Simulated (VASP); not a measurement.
The system is SnTe.

```
CELL_PARAMETERS angstrom
0.00000 3.12970 3.12970
3.12970 0.00000 3.12970
3.12970 3.12970 0.00000
ATOMIC_POSITIONS crystal
Te 0.50000 0.50000 0.50000
Sn 0.00000 0.00000 0.00000
```

Base run:

```yaml
Program: VASP 6.6.1
Functional: PBE exchange alone
Potentials_or_basis: VASP PAW PBE potentials, release 64 (Te, Sn_d)
Cutoff: 520 eV
k_mesh: 7 × 7 × 7
Occupations: fermi-dirac, width 0.05 eV
Spin: no spin polarisation
```

Its results: pressure 12.6 GPa.

Problem. The run is repeated on the same cell with these changes: functional from PBE exchange alone to revPBE; dispersion from none to D3(BJ). What comes out?

Solution. Pressure 0.2 GPa.

Several settings changed at once, so the effect can't be laid on one alone.

Caveats: the PAW data sets were made with another functional, which shifts forces and pressure a little (some runs).
